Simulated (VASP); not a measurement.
# Ca (P6/mmm) in VASP: further runs, part 2 of 2

VASP 6.6.1. Earlier steps stand in the parts before.

## Step 3: Single point, PBE (36.10 Å³/atom)

This run uses another cell than the first one, of 36.10 Å³/atom.

INCAR reads:

```
SYSTEM = Ca
PREC = Accurate
ENCUT = 520
EDIFF = 1E-7
ISMEAR = -1
SIGMA = 0.08
LREAL = .False.
LASPH = .True.
NELM = 60
ALGO = Normal
ISIF = 2
LWAVE = .False.
LCHARG = .False.
GGA = PE
NBANDS = 11
```

KPOINTS reads:

```
Automatic mesh
0
Gamma
  12 12 11
  0 0 0
```

POSCAR reads:

```
Ca
1.0
    3.5659582977      0.0000000000      0.0000000000
   -1.7829791488      3.0882104746      0.0000000000
    0.0000000000      0.0000000000      3.2784955747
Ca
1
Direct
    0.0000000000      0.0000000000      0.0000000000
```

Potentials or basis: VASP PAW PBE potentials, release 64 (Ca_sv).

The run is started by

```
$ cat potpaw_PBE.64/Ca_sv/POTCAR > POTCAR
$ mpirun -np 1 vasp_std > vasp.out
```

Run time: 45 s. Hardware: 1 thread of Intel Xeon 8259CL, shared host; peak memory 0.18 GiB.

Results (log left out):

- Free energy: -1.6558 eV
- Pressure: 3.0 GPa
- Band gap on the k mesh: zero (bands 5 and 6 overlap by 0.66 eV)

Levels at points of the mesh, in eV from the Fermi level:
| k point | band 3 | band 4 | band 5 | band 6 | band 7 | band 8 |
| --- | --- | --- | --- | --- | --- | --- |
| (0.00, 0.00, 0.00) | -22.63 | -22.58 | -4.14 | 0.96 | 2.51 | 2.51 |
| (0.50, 0.00, 0.00) | -22.70 | -22.55 | -0.98 | -0.02 | 1.20 | 3.51 |

## Step 4: Single point, PBE

This run uses another cell than the first one, of 36.10 Å³/atom.

INCAR reads:

```
  ALGO = Normal
  EDIFF = 1E-6
  ENCUT = 520
  GGA = PE
  ISIF = 2
  ISMEAR = 1
  LASPH = True
  LCHARG = False
  LREAL = False
  LWAVE = False
  NBANDS = 11
  NELM = 100
  PREC = Accurate
  SIGMA = 0.005
```

KPOINTS reads:

```
k-points
0
Gamma
  12 12 11
```

POSCAR is that of step 3.

Potentials or basis: VASP PAW PBE potentials, release 64 (Ca_sv).

The run is started by

```
$ cat potpaw_PBE.64/Ca_sv/POTCAR > POTCAR
$ mpirun -np 1 vasp_std > vasp.out
```

OUTCAR:

```text
EDIFF = 1E-6
   ENCUT = 520
   GGA = PE
   ISIF = 2
   ISMEAR = 1
   LASPH = True
   LREAL = False
   NELM = 100
   PREC = Accurate

 ion  position               nearest neighbor table
   1  0.000  0.000  0.000-

  LATTYP: Found a hexagonal cell.
 ALAT       =     3.5659582977
 C/A-ratio  =     0.9193869645

  Lattice vectors:

 A1 = (   3.5659582977,   0.0000000000,   0.0000000000)
 A2 = (  -1.7829791488,   3.0882104746,   0.0000000000)
 A3 = (   0.0000000000,   0.0000000000,   3.2784955747)

Analysis of symmetry for initial positions (statically):
=====================================================================
 Subroutine PRICEL returns:
 Original cell was already a primitive cell.

 Routine SETGRP: Setting up the symmetry group for a
 hexagonal supercell.

 Subroutine GETGRP returns: Found 24 space group operations
 (whereof 24 operations were pure point group operations)
 out of a pool of 24 trial point group operations.

The static configuration has the point symmetry D_6h.

Analysis of symmetry for dynamics (positions and initial velocities):
[... 164 lines left out ...]

 k-point     1 :       0.0000    0.0000    0.0000
  band No.  band energies     occupation
      1     -39.2448      2.00000
      2     -20.1189      2.00000
      3     -20.1189      2.00000
      4     -20.0583      2.00000
      5      -1.6171      2.00000
      6       3.4865      0.00000
      7       5.0287      0.00000
      8       5.0287      0.00000
      9       7.3501      0.00000
     10       7.3501      0.00000
     11      12.4514      0.00000
[... 309 lines left out ...]
 k-point    24 :       0.3333   -0.0000    0.0909
  band No.  band energies     occupation
      1     -39.2183      2.00000
      2     -20.3215      2.00000
      3     -20.1635      2.00000
      4     -20.0681      2.00000
      5       0.3683      2.00000
      6       3.3645      0.00000
      7       3.9758      0.00000
      8       6.1104      0.00000
      9       6.5007      0.00000
     10       6.9933      0.00000
     11       9.7301      0.00000

 [... further k-points ...]

------------------------ aborting loop because EDIFF is reached ----------------------------------------

  FORCE on cell =-STRESS in cart. coord.  units (eV):
  Direction    XX          YY          ZZ          XY          YZ          ZX
  --------------------------------------------------------------------------------------
  -------------------------------------------------------------------------------------
  Total        0.6672640      0.6672640      0.6562834      0.0000000      0.0000000      0.0000000
  in kB       29.6108261     29.6108261     29.1235446      0.0000000      0.0000000      0.0000000
  external PRESSURE =      29.4483989 kB  Pullay stress =       0.0000000 kB

 VOLUME and BASIS-vectors are now :
 -----------------------------------------------------------------------------
  energy-cutoff  :      520.00
  volume of cell :       36.10
      direct lattice vectors                 reciprocal lattice vectors
     3.565958298  0.000000000  0.000000000     0.280429527  0.161906063  0.000000000
    -1.782979149  3.088210475  0.000000000     0.000000000  0.323812126  0.000000000
     0.000000000  0.000000000  3.278495575     0.000000000  0.000000000  0.305017950

 POSITION                                       TOTAL-FORCE (eV/Angst)
 -----------------------------------------------------------------------------------
      0.00000      0.00000      0.00000         0.000000      0.000000      0.000000
 -----------------------------------------------------------------------------------
    total drift:                               -0.000000     -0.000000      0.000000

  FREE ENERGIE OF THE ION-ELECTRON SYSTEM (eV)
  ---------------------------------------------------
  free  energy   TOTEN  =        -1.6434063707 eV

  energy  without entropy=       -1.6434033744  energy(sigma->0) =       -1.64340537
```

OSZICAR:

```text
N       E                     dE             d eps       ncg     rms          rms(c)
DAV:   1     0.689789552977E+02    0.68979E+02   -0.51812E+03  2508   0.851E+02
DAV:   2    -0.104034194027E+00   -0.69083E+02   -0.68398E+02  2781   0.216E+02
DAV:   3    -0.159153575724E+01   -0.14875E+01   -0.14723E+01  3408   0.315E+01
DAV:   4    -0.166122084718E+01   -0.69685E-01   -0.68725E-01  3269   0.544E+00
DAV:   5    -0.166293738315E+01   -0.17165E-02   -0.17164E-02  3373   0.694E-01    0.225E+00
DAV:   6    -0.164853152355E+01    0.14406E-01   -0.12920E-02  2877   0.122E+00    0.137E+00
DAV:   7    -0.164373979748E+01    0.47917E-02   -0.20361E-02  3081   0.156E+00    0.120E-01
DAV:   8    -0.164336447848E+01    0.37532E-03   -0.18824E-03  2754   0.407E-01    0.314E-02
DAV:   9    -0.164340578932E+01   -0.41311E-04   -0.13181E-04  3269   0.938E-02    0.747E-03
DAV:  10    -0.164340637065E+01   -0.58133E-06   -0.41056E-06  2853   0.187E-02
   1 F= -.16434064E+01 E0= -.16434054E+01  d E =-.299627E-05
```

stdout:

```text
POSCAR found type information on POSCAR Ca
 POSCAR found :  1 types and       1 ions
 scaLAPACK will be used
 LDA part: xc-table for (Slater+PW92), standard interpolation
 POSCAR, INCAR and KPOINTS ok, starting setup
 FFT: planning ... GRIDC
 FFT: planning ... GRID_SOFT
 FFT: planning ... GRID
 WAVECAR not read
 entering main loop
```

Run time: 39 s. Hardware: 1 thread of Intel Xeon 8259CL, shared host; peak memory 0.18 GiB.

What came out:

- Free energy: -1.6434 eV
- Pressure: 2.9 GPa
- Band gap on the k mesh: zero (bands 5 and 6 overlap by 0.66 eV)

## Step 5: Overview

| cell | smearing | gap on the mesh (eV) | pressure (GPa) |
| --- | --- | --- | --- |
| a = 3.459, b = 3.459, c = 3.152 Å, angles 90.0, 90.0, 120.0°, 1 atom | fermi-dirac 0.08 eV | none | 5.5 |
| a = 3.566, b = 3.566, c = 3.278 Å, angles 90.0, 90.0, 120.0°, 1 atom | fermi-dirac 0.08 eV | none | 3.0 |
| a = 3.566, b = 3.566, c = 3.278 Å, angles 90.0, 90.0, 120.0°, 1 atom | methfessel-paxton 0.005 eV | none | 2.9 |

Alike in all rows: task single point; level PBE; potentials or basis VASP PAW PBE potentials, release 64 (Ca_sv); no spin polarisation; k mesh 12 × 12 × 11; cutoff (eV) 520.

Caveats: the cell stands under pressure (at least some runs).

Total energies depend on the potentials used, so only differences within one code and one set of settings carry meaning.
